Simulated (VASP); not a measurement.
Ag, 1 atom in the cell. It takes space group Fm-3m (No. 225, cubic). The conventional cell has a = 4.185 Å, b = 4.185 Å, c = 4.185 Å, α = 90.00°, β = 90.00°, γ = 90.00°. Within 3.9 Å of Ag (site symmetry m-3m) lie 12 Ag at 2.96 Å. 

```yaml
Program: VASP 6.6.1
Task: single point
Functional: r2SCAN
Potentials_or_basis: VASP PAW PBE potentials, release 64 (Ag)
Cutoff: 550 eV
k_mesh: 18 × 18 × 18
Occupations: methfessel-paxton, width 0.1 eV
Spin: no spin polarisation
Dipole_correction: no
Further_INCAR_settings: ALGO = Normal; EDIFF = 1e-06; NBANDS = 12
```

Potentials or basis: VASP PAW PBE potentials, release 64 (Ag).

Launch:

```console
$ cat potpaw_PBE.64/Ag/POTCAR > POTCAR
$ cp INCAR.step1 INCAR
$ mpirun -np 1 vasp_std > vasp.out
$ cp INCAR.step2 INCAR
$ mpirun -np 1 vasp_std > vasp.out
```

Hardware: 1 thread of Intel(R) Xeon(R) Platinum 8488C (Sapphire Rapids), on a shared host.

Question: Estimate the wall time of this run.

Answer: Run time: 88 s on 1 thread of Intel(R) Xeon(R) Platinum 8488C (Sapphire Rapids), on a shared host, peak memory 0.17 GiB. Counts: k points 195.
